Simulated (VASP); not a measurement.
# B (Fm-3m) in VASP: further runs, part 2 of 2

VASP 6.6.1.

**3. Relaxation of cell and atoms, r2SCAN**

This run uses another cell than the first one, of 6.55 Å³/atom, 1.126 times its volume.

The input, POSCAR:

```
B
1.0
    0.0000000000      1.4853449006      1.4853449006
    1.4853449006      0.0000000000      1.4853449006
    1.4853449006      1.4853449006      0.0000000000
B
1
Direct
    0.0000000000      0.0000000000      0.0000000000
```

The input, INCAR.step1:

```
  PREC = Accurate
  ENCUT = 600
  ISMEAR = -1
  SIGMA = 0.1
  LREAL = False
  LASPH = True
  NELM = 60
  GGA = PE
  ALGO = Normal
  EDIFF = 1E-4
  LWAVE = True
  LCHARG = False
```

The input, INCAR.step2:

```
  PREC = Accurate
  ENCUT = 600
  EDIFF = 1E-6
  ISMEAR = -1
  SIGMA = 0.1
  LREAL = False
  LASPH = True
  NELM = 60
  ALGO = Normal
  ISIF = 3
  LWAVE = False
  LCHARG = False
  METAGGA = R2SCAN
  LMIXTAU = True
  IBRION = 2
  NSW = 80
  EDIFFG = -0.01
  ISTART = 1
```

The input, KPOINTS:

```
Automatic mesh
0
Gamma
  18 18 18
```

Potentials or basis: VASP PAW PBE potentials, release 64 (B).

On the command line:

```
$ cat potpaw_PBE.64/B/POTCAR > POTCAR
$ cp INCAR.step1 INCAR
$ mpirun -np 1 vasp_std > vasp.out
$ cp INCAR.step2 INCAR
$ mpirun -np 1 vasp_std > vasp.out
```

OUTCAR:

```text
PREC = Accurate
   ENCUT = 600
   EDIFF = 1E-6
   ISMEAR = -1
   LREAL = False
   LASPH = True
   NELM = 60
   ISIF = 3
   METAGGA = R2SCAN
   IBRION = 2
   NSW = 80
   EDIFFG = -0.01
   ISTART = 1

 ion  position               nearest neighbor table
   1  0.000  0.000  0.000-

  LATTYP: Found a face centered cubic cell.
 ALAT       =     2.9706898012

  Lattice vectors:

 A1 = (   0.0000000000,   1.4853449006,   1.4853449006)
 A2 = (   1.4853449006,   0.0000000000,   1.4853449006)
 A3 = (   1.4853449006,   1.4853449006,   0.0000000000)

Analysis of symmetry for initial positions (statically):
=====================================================================
 Subroutine PRICEL returns:
 Original cell was already a primitive cell.

 Routine SETGRP: Setting up the symmetry group for a
 face centered cubic supercell.

 Subroutine GETGRP returns: Found 48 space group operations
 (whereof 48 operations were pure point group operations)
 out of a pool of 48 trial point group operations.

The static configuration has the point symmetry O_h .

Analysis of symmetry for dynamics (positions and initial velocities):
=====================================================================
 Subroutine PRICEL returns:
 Original cell was already a primitive cell.
[... 135 lines left out ...]
   LEPSILON=     F    determine dielectric tensor
   LRPA    =     F    only Hartree local field effects (RPA)
 conjugate gradient relaxation of ions
 non-spin polarized calculation
  energy-cutoff  :      600.00
  volume of cell :        6.55
 maximum number of plane-waves:       229
 NGX is ok and might be reduce to    18
   NGX =  9   NGY =  9   NGZ =  9

--------------------------------------- Ionic step        1  -------------------------------------------

 number of electron       3.0000000 magnetization

 Free energy of the ion-electron system (eV)
  ---------------------------------------------------
  ext. energy  EPLUGINS =         0.00000000
  ---------------------------------------------------
  free energy    TOTEN  =        -5.81963184 eV

  energy without entropy =       -5.81127725  energy(sigma->0) =       -5.81545454

 E-fermi :   9.4120     XC(G=0): -13.6200

 val. band max:        9.3935053688   @ k =  -0.3333   0.0556   0.0000
 cond. band min:       9.4195310304   @ k =  -0.2222   0.3333   0.1111
 fundamental gap:      0.0260256616
 Fermi energy:         9.4119689161

 k-point     1 :       0.0000    0.0000    0.0000
  band No.  band energies     occupation
      1      -9.7798      2.00000
      2      25.2809      0.00000
      3      25.2809      0.00000
      4      25.2809      0.00000
      5      41.3947      0.00000
[... 253 lines left out ...]
--------------------------------------- Ionic step        3  -------------------------------------------

 number of electron       3.0000000 magnetization

 Free energy of the ion-electron system (eV)
  ---------------------------------------------------
  ext. energy  EPLUGINS =         0.00000000
  ---------------------------------------------------
  free energy    TOTEN  =        -5.88774821 eV

  energy without entropy =       -5.87992037  energy(sigma->0) =       -5.88383429

 E-fermi :  10.8614     XC(G=0): -14.1709

 val. band max:       10.8152180113   @ k =  -0.3889   0.4444   0.1111
 cond. band min:      10.8660224228   @ k =  -0.3333   0.5000   0.1667
 fundamental gap:      0.0508044115
 Fermi energy:        10.8614105623

 k-point     1 :       0.0000    0.0000    0.0000
  band No.  band energies     occupation
      1      -9.7962      2.00000
      2      28.5050      0.00000
      3      28.5050      0.00000
      4      28.5050      0.00000
      5      45.0078      0.00000
[... 212 lines left out ...]
  FREE ENERGIE OF THE ION-ELECTRON SYSTEM (eV)
  ---------------------------------------------------
  free  energy   TOTEN  =        -5.8877482111 eV

  energy  without entropy=       -5.8799203663  energy(sigma->0) =       -5.88383429

 reached required accuracy - stopping structural energy minimisation
```

OUTCAR.step1:

```text
PREC = Accurate
   ENCUT = 600
   ISMEAR = -1
   LREAL = False
   LASPH = True
   NELM = 60
[... 407 lines left out ...]
 POSITION                                       TOTAL-FORCE (eV/Angst)
 -----------------------------------------------------------------------------------
      0.00000      0.00000      0.00000         0.000000      0.000000      0.000000
 -----------------------------------------------------------------------------------
    total drift:                               -0.000000     -0.000000     -0.000000

  FREE ENERGIE OF THE ION-ELECTRON SYSTEM (eV)
  ---------------------------------------------------
  free  energy   TOTEN  =        -5.3009106579 eV

  energy  without entropy=       -5.2922099872  energy(sigma->0) =       -5.29656032
```

Run time: 60 s. Hardware: 1 thread of Intel Xeon 6975P-C, shared host; peak memory 0.12 GiB.

Results:

```
Free energy                            : -5.8877 eV
Relaxed volume                         : 5.81 Å³/atom
Relaxed cell                           : a = 2.018 Å, b = 2.018 Å, c = 2.018 Å, α = 60.00°, β = 60.00°, γ = 60.00°
Space group after relaxing (to 0.05 Å) : Fm-3m (No. 225)
Energy gained by relaxing              : 68.1 meV/atom
Ionic steps                            : 3
Pressure after relaxing                : 0.0 GPa
```

The path:
| step | energy change (eV) | largest force (eV/Å) | pressure (GPa) | volume (Å³) |
| --- | --- | --- | --- | --- |
| 1 | 0.0000 | 0.0000 | -26.65 | 6.55 |
| 2 | -0.0588 | 0.0000 | 12.93 | 5.57 |
| 3 | -0.0681 | 0.0000 | 0.03 | 5.81 |

Final structure:
```xyz
1
Lattice="0.0000 1.4270 1.4270 1.4270 0.0000 1.4270 1.4270 1.4270 0.0000" Properties=species:S:1:pos:R:3 pbc="T T T"
B     0.0000    0.0000    0.0000
```

Caveat: the PAW data sets were made with another functional, which shifts forces and pressure a little.
